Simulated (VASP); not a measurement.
Runs of VASP 6.6.1 on SiC (Moissanite). The structure is that of space group P6_3mc (No. 186), or close to it. The cells are those of the table. 

```csv
cell,gap on the mesh (eV),pressure (GPa),largest force (eV/Å)
"a = 2.992, b = 2.992, c = 4.910 Å, angles 90.0, 90.0, 120.0°, 4 atoms",2.04,17.5,0.87
"a = 3.156, b = 3.156, c = 5.179 Å, angles 90.0, 90.0, 120.0°, 4 atoms",2.33,-17.8,(c)
"a = 3.076, b = 3.076, c = 5.048 Å, angles 90.0, 90.0, 120.0°, 4 atoms",2.20,-3.6,0.73
"a = 3.034, b = 3.034, c = 4.980 Å, angles 90.0, 90.0, 120.0°, 4 atoms",2.12,5.9,0.80
"a = 2.948, b = 2.948, c = 4.837 Å, angles 90.0, 90.0, 120.0°, 4 atoms",1.96,31.6,(b)
"a = 3.116, b = 3.116, c = 5.114 Å, angles 90.0, 90.0, 120.0°, 4 atoms",2.27,-11.4,0.67
"a = 3.194, b = 3.194, c = 5.242 Å, angles 90.0, 90.0, 120.0°, 4 atoms",2.29,(a),0.57
```

Alike in all rows: task single point; level LDA; potentials or basis VASP PAW LDA potentials, release 64 (Si, C); no spin polarisation; k mesh 12 × 12 × 4; cutoff (eV) 520; smearing methfessel-paxton 0.05 eV.

Fill in the values left out.

(a) -23.0; (b) 0.95; (c) 0.62.

A k mesh can miss the band edges.
